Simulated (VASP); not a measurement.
# TaAgF3 (R3c) in VASP: a series of runs, part 2 of 2

VASP 6.6.1. The steps go on from the part before.

**3. Single point, r2SCAN**

Input file POSCAR:

```
TaAgF3
1.0
    5.8100050000      0.0000000000      0.0000000000
   -2.9050030000      5.0316180000      0.0000000000
    0.0000000000     -3.3544080000      4.8051180000
Ta F Ag
2 6 2
Direct
    0.0000000000      0.0000000000      0.0000000000
    0.5000000000      0.0000000000      0.5000000000
    0.8108000000      0.5117000000      0.7530000000
    0.2413000000      0.0521000000      0.7530000000
    0.7009000000      0.9422000000      0.7530000000
    0.7413000000      0.9422000000      0.2530000000
    0.2009000000      0.5117000000      0.2530000000
    0.3108000000      0.0521000000      0.2530000000
    0.2492000000      0.4984000000      0.7476000000
    0.7492000000      0.4984000000      0.2476000000
```

Input file INCAR.step1:

```
  PREC = Accurate
  ENCUT = 520
  ISMEAR = -1
  SIGMA = 0.1436
  LREAL = False
  LASPH = True
  NELM = 60
  NBANDS = 54
  NELECT = 87.0
  GGA = PE
  ALGO = Normal
  EDIFF = 1E-4
  LWAVE = True
  LCHARG = False
```

Input file INCAR.step2:

```
  PREC = Accurate
  ENCUT = 520
  EDIFF = 1E-7
  ISMEAR = -1
  SIGMA = 0.1436
  LREAL = False
  LASPH = True
  NELM = 60
  ALGO = Normal
  ISIF = 2
  LWAVE = False
  LCHARG = True
  METAGGA = R2SCAN
  LMIXTAU = True
  LELF = True
  LVHAR = True
  NBANDS = 54
  NELECT = 87.0
  ISTART = 1
```

Input file KPOINTS:

```
Automatic mesh
0
Gamma
  4 4 4
```

Potentials or basis: VASP PAW PBE potentials, release 64 (Ta_pv, F, Ag).

On the command line:

```sh
> cat potpaw_PBE.64/Ta_pv/POTCAR potpaw_PBE.64/F/POTCAR potpaw_PBE.64/Ag/POTCAR > POTCAR
> cp INCAR.step1 INCAR
> mpirun -np 1 vasp_std > vasp.out
> cp INCAR.step2 INCAR
> mpirun -np 1 vasp_std > vasp.out
```

OUTCAR:

```text
PREC = Accurate
   ENCUT = 520
   EDIFF = 1E-7
   ISMEAR = -1
   LREAL = False
   LASPH = True
   NELM = 60
   ISIF = 2
   METAGGA = R2SCAN
   NELECT = 87.0
   ISTART = 1

 ion  position               nearest neighbor table
   1  0.000  0.000  0.000-   5 2.04   4 2.04   3 2.04   8 2.14   6 2.14   7 2.14  10 3.56  10 3.56
                            10 3.56   9 3.57   9 3.57   9 3.57   9 3.59
   2  0.500  0.000  0.500-   6 2.04   8 2.04   7 2.04   4 2.14   5 2.14   3 2.14   9 3.56   9 3.56
                             9 3.56  10 3.57  10 3.57  10 3.57  10 3.59
   3  0.811  0.512  0.753-   1 2.04   2 2.14   9 2.59
   4  0.241  0.052  0.753-   1 2.04   2 2.14   9 2.59
   5  0.701  0.942  0.753-   1 2.04   2 2.14   9 2.59
   6  0.741  0.942  0.253-   2 2.04   1 2.14  10 2.59
   7  0.201  0.512  0.253-   2 2.04   1 2.14  10 2.59
   8  0.311  0.052  0.253-   2 2.04   1 2.14  10 2.59
   9  0.249  0.498  0.748-   3 2.59   5 2.59   4 2.59   2 3.56   2 3.56   2 3.56   1 3.57   1 3.57
                             1 3.57   1 3.59
  10  0.749  0.498  0.248-   7 2.59   8 2.59   6 2.59   1 3.56   1 3.56   1 3.56   2 3.57   2 3.57
                             2 3.57   2 3.59
[... 202 lines left out ...]
      3     -32.3658      2.00000
      4     -32.2280      2.00000
      5     -32.2280      2.00000
      6     -32.2110      2.00000
[... 730 lines left out ...]
     53       9.9119      0.00000
     54       9.9119      0.00000

------------------------ aborting loop because EDIFF is reached ----------------------------------------

  FORCE on cell =-STRESS in cart. coord.  units (eV):
  Direction    XX          YY          ZZ          XY          YZ          ZX
  --------------------------------------------------------------------------------------
  -------------------------------------------------------------------------------------
  Total       15.5839481     15.5839857     13.8655322     -0.0000015      0.0000115     -0.0000010
  in kB      177.7460052    177.7464344    158.1462514     -0.0000177      0.0001316     -0.0000110
  external PRESSURE =     171.2128970 kB  Pullay stress =       0.0000000 kB

 VOLUME and BASIS-vectors are now :
 -----------------------------------------------------------------------------
  energy-cutoff  :      520.00
  volume of cell :      140.47
      direct lattice vectors                 reciprocal lattice vectors
     5.810005000  0.000000000  0.000000000     0.172116891  0.099371631  0.069370407
    -2.905003000  5.031618000  0.000000000     0.000000000  0.198743227  0.138740791
     0.000000000 -3.354408000  4.805118000     0.000000000  0.000000000  0.208111435

 POSITION                                       TOTAL-FORCE (eV/Angst)
 -----------------------------------------------------------------------------------
      0.00000      0.00000      0.00000        -0.000000      0.000001      1.337497
      2.90500     -1.67720      2.40256        -0.000000      0.000001      1.337497
      3.22426      0.04881      3.61825        -0.493968     -0.318387     -0.402578
      1.25060     -2.26372      3.61825         0.522715     -0.268596     -0.402578
      1.33514      2.21492      3.61825        -0.028747      0.586982     -0.402578
      1.56986      3.89213      1.21569         0.028747      0.586982     -0.402578
     -0.31926      1.72601      1.21569         0.493968     -0.318387     -0.402578
      1.65440     -0.58652      1.21569        -0.522714     -0.268596     -0.402578
     -0.00000      0.00000      3.59231         0.000000     -0.000000     -0.129763
      2.90500      1.67721      1.18975         0.000000     -0.000000     -0.129763
 -----------------------------------------------------------------------------------
    total drift:                                0.000002      0.000026     -0.001110

  FREE ENERGIE OF THE ION-ELECTRON SYSTEM (eV)
  ---------------------------------------------------
  free  energy   TOTEN  =      -167.8974507000 eV

  energy  without entropy=     -167.2357346078  energy(sigma->0) =     -167.56659265
```

OSZICAR.step1:

```text
N       E                     dE             d eps       ncg     rms          rms(c)
DAV:   1     0.821233253943E+03    0.82123E+03   -0.48447E+04  1404   0.161E+03
DAV:   2     0.107234976893E+02   -0.81051E+03   -0.78929E+03  1514   0.443E+02
DAV:   3    -0.528873176799E+02   -0.63611E+02   -0.62688E+02  1670   0.123E+02
DAV:   4    -0.538848559942E+02   -0.99754E+00   -0.98768E+00  1624   0.159E+01
DAV:   5    -0.538987145075E+02   -0.13859E-01   -0.13847E-01  1574   0.177E+00    0.282E+01
DAV:   6    -0.480399730669E+02    0.58587E+01   -0.37963E+01  1706   0.293E+01    0.133E+01
DAV:   7    -0.477975007625E+02    0.24247E+00   -0.58386E+00  1588   0.906E+00    0.102E+01
DAV:   8    -0.477279664066E+02    0.69534E-01   -0.16911E+00  1620   0.409E+00    0.317E+00
DAV:   9    -0.476753428965E+02    0.52624E-01   -0.18879E-01  1554   0.161E+00    0.567E-01
DAV:  10    -0.476717914190E+02    0.35515E-02   -0.27204E-02  1656   0.602E-01    0.129E-01
DAV:  11    -0.476718552555E+02   -0.63836E-04   -0.13473E-03  1584   0.213E-01    0.770E-02
DAV:  12    -0.476718711285E+02   -0.15873E-04   -0.76998E-04  1162   0.100E-01
   1 F= -.47671871E+02 E0= -.47341128E+02  d E =-.661486E+00
```

Run time: 9.9 min. Hardware: 1 thread of Intel Xeon 8259CL, shared host; peak memory 0.41 GiB.

What came out:

```
Free energy   : -167.8975 eV
Largest force : 1.337 eV/Å
```

Forces in eV/Å, atoms in the order of the input:
```
Ta   0.000  0.000  1.337
Ta   0.000  0.000  1.337
F   -0.494 -0.318 -0.403
F    0.523 -0.269 -0.403
F   -0.029  0.587 -0.403
F    0.029  0.587 -0.403
F    0.494 -0.318 -0.403
F   -0.523 -0.269 -0.403
Ag   0.000  0.000 -0.130
Ag   0.000  0.000 -0.130
```

Caveat: the cell carries a net charge on a neutralising background, which shifts energy and pressure; the cell is charged against a uniform background, so pressure and absolute levels hang on convention; the PAW data sets were made with another functional, which shifts forces and pressure a little; spin-orbit coupling is left out, which moves the levels of the heavy elements; an odd number of electrons without spin polarisation forces a metal; a magnetic or distorted state may lie lower.

**4. Single point, r2SCAN+U**

POSCAR is that of step 3.

Input file INCAR.step1:

```
  PREC = Accurate
  ENCUT = 520
  ISMEAR = -1
  SIGMA = 0.1436
  LREAL = F
  LASPH = T
  NELM = 150
  LMAXMIX = 4
  LDAU = T
  LDAUTYPE = 2
  LDAUL = 2 -1 -1
  LDAUU = 5 0 0
  LDAUJ = 0 0 0
  NBANDS = 54
  GGA = PE
  ALGO = Normal
  EDIFF = 1E-4
  LWAVE = T
  LCHARG = F
```

Input file INCAR.step2:

```
  PREC = Accurate
  ENCUT = 520
  EDIFF = 1E-6
  ISMEAR = -1
  SIGMA = 0.1436
  LREAL = F
  LASPH = T
  NELM = 150
  ALGO = Normal
  ISIF = 2
  LWAVE = F
  LCHARG = F
  LMAXMIX = 4
  LDAU = T
  LDAUTYPE = 2
  LDAUL = 2 -1 -1
  LDAUU = 5 0 0
  LDAUJ = 0 0 0
  LDAUPRINT = 1
  METAGGA = R2SCAN
  LMIXTAU = T
  NBANDS = 54
  ISTART = 1
```

Input file KPOINTS:

```
regular mesh
0
Gamma
  4 4 4
```

Potentials or basis: VASP PAW PBE potentials, release 64 (Ta_pv, F, Ag).

On the command line:

```sh
> cat potpaw_PBE.64/Ta_pv/POTCAR potpaw_PBE.64/F/POTCAR potpaw_PBE.64/Ag/POTCAR > POTCAR
> cp INCAR.step1 INCAR
> mpirun -np 1 vasp_std > vasp.out
> cp INCAR.step2 INCAR
> mpirun -np 1 vasp_std > vasp.out
```

OUTCAR:

```text
PREC = Accurate
   ENCUT = 520
   EDIFF = 1E-6
   ISMEAR = -1
   LREAL = F
   LASPH = T
   NELM = 150
   ISIF = 2
   METAGGA = R2SCAN
   ISTART = 1

 ion  position               nearest neighbor table
   1  0.000  0.000  0.000-   5 2.04   4 2.04   3 2.04   8 2.14   6 2.14   7 2.14  10 3.56  10 3.56
                            10 3.56   9 3.57   9 3.57   9 3.57   9 3.59
   2  0.500  0.000  0.500-   6 2.04   8 2.04   7 2.04   4 2.14   5 2.14   3 2.14   9 3.56   9 3.56
                             9 3.56  10 3.57  10 3.57  10 3.57  10 3.59
   3  0.811  0.512  0.753-   1 2.04   2 2.14   9 2.59
   4  0.241  0.052  0.753-   1 2.04   2 2.14   9 2.59
   5  0.701  0.942  0.753-   1 2.04   2 2.14   9 2.59
   6  0.741  0.942  0.253-   2 2.04   1 2.14  10 2.59
   7  0.201  0.512  0.253-   2 2.04   1 2.14  10 2.59
   8  0.311  0.052  0.253-   2 2.04   1 2.14  10 2.59
   9  0.249  0.498  0.748-   3 2.59   5 2.59   4 2.59   2 3.56   2 3.56   2 3.56   1 3.57   1 3.57
                             1 3.57   1 3.59
  10  0.749  0.498  0.248-   7 2.59   8 2.59   6 2.59   1 3.56   1 3.56   1 3.56   2 3.57   2 3.57
                             2 3.57   2 3.59
[... 272 lines left out ...]
      3     -33.5163      2.00000
      4     -33.4111      2.00000
      5     -33.4111      2.00000
      6     -33.3936      2.00000
[... 730 lines left out ...]
     53      10.1033      0.00000
     54      10.1033      0.00000

------------------------ aborting loop because EDIFF is reached ----------------------------------------

  FORCE on cell =-STRESS in cart. coord.  units (eV):
  Direction    XX          YY          ZZ          XY          YZ          ZX
  --------------------------------------------------------------------------------------
  -------------------------------------------------------------------------------------
  Total        7.5187165      7.5187347      5.8726892     -0.0000007      0.0000049     -0.0000004
  in kB       85.7563063     85.7565134     66.9821948     -0.0000085      0.0000558     -0.0000046
  external PRESSURE =      79.4983382 kB  Pullay stress =       0.0000000 kB

 VOLUME and BASIS-vectors are now :
 -----------------------------------------------------------------------------
  energy-cutoff  :      520.00
  volume of cell :      140.47
      direct lattice vectors                 reciprocal lattice vectors
     5.810005000  0.000000000  0.000000000     0.172116891  0.099371631  0.069370407
    -2.905003000  5.031618000  0.000000000     0.000000000  0.198743227  0.138740791
     0.000000000 -3.354408000  4.805118000     0.000000000  0.000000000  0.208111435

 POSITION                                       TOTAL-FORCE (eV/Angst)
 -----------------------------------------------------------------------------------
      0.00000      0.00000      0.00000        -0.000000      0.000001      1.527057
      2.90500     -1.67720      2.40256        -0.000000      0.000001      1.527057
      3.22426      0.04881      3.61825        -0.395402     -0.463182     -0.468824
      1.25060     -2.26372      3.61825         0.598828     -0.110838     -0.468824
      1.33514      2.21492      3.61825        -0.203426      0.574019     -0.468824
      1.56986      3.89213      1.21569         0.203426      0.574019     -0.468824
     -0.31926      1.72601      1.21569         0.395402     -0.463182     -0.468824
      1.65440     -0.58652      1.21569        -0.598828     -0.110838     -0.468824
     -0.00000      0.00000      3.59231         0.000000     -0.000000     -0.120585
      2.90500      1.67721      1.18975         0.000000     -0.000000     -0.120585
 -----------------------------------------------------------------------------------
    total drift:                                0.000001      0.000028     -0.001102

  FREE ENERGIE OF THE ION-ELECTRON SYSTEM (eV)
  ---------------------------------------------------
  free  energy   TOTEN  =      -165.2170498024 eV

  energy  without entropy=     -164.5902677631  energy(sigma->0) =     -164.90365878
```

Wall time 11 min (1 thread of Intel Xeon 8259CL, shared host); peak memory 0.41 GiB.

What came out:

| Property | Result |
| --- | --- |
| Free energy | -165.2170 eV |
| Pressure | 7.9 GPa |
| Largest force | 1.527 eV/Å |
| Band gap on the k mesh | zero (bands 43 and 44 overlap by 0.81 eV) |

Forces in eV/Å, atoms in the order of the input:
```
Ta   0.000  0.000  1.527
Ta   0.000  0.000  1.527
F   -0.395 -0.463 -0.469
F    0.599 -0.111 -0.469
F   -0.203  0.574 -0.469
F    0.203  0.574 -0.469
F    0.395 -0.463 -0.469
F   -0.599 -0.111 -0.469
Ag   0.000  0.000 -0.121
Ag   0.000  0.000 -0.121
```

Stress tensor (GPa, compression positive):
```
8.58 0.00 0.00
0.00 8.58 0.00
0.00 0.00 6.70
```

Eigenvalues of the final occupation matrices:
```tsv
site	spin	trace	eigenvalues
site 1 d	1	1.07	0.13 0.13 0.27 0.27 0.27
site 1 d	2	1.07	0.13 0.13 0.27 0.27 0.27
site 2 d	1	1.07	0.13 0.13 0.27 0.27 0.27
site 2 d	2	1.07	0.13 0.13 0.27 0.27 0.27
```

Caveat: the cell stands under pressure; the PAW data sets were made with another functional, which shifts forces and pressure a little; spin-orbit coupling is left out, which moves the levels of the heavy elements; U without spin polarisation on a metal has little footing.
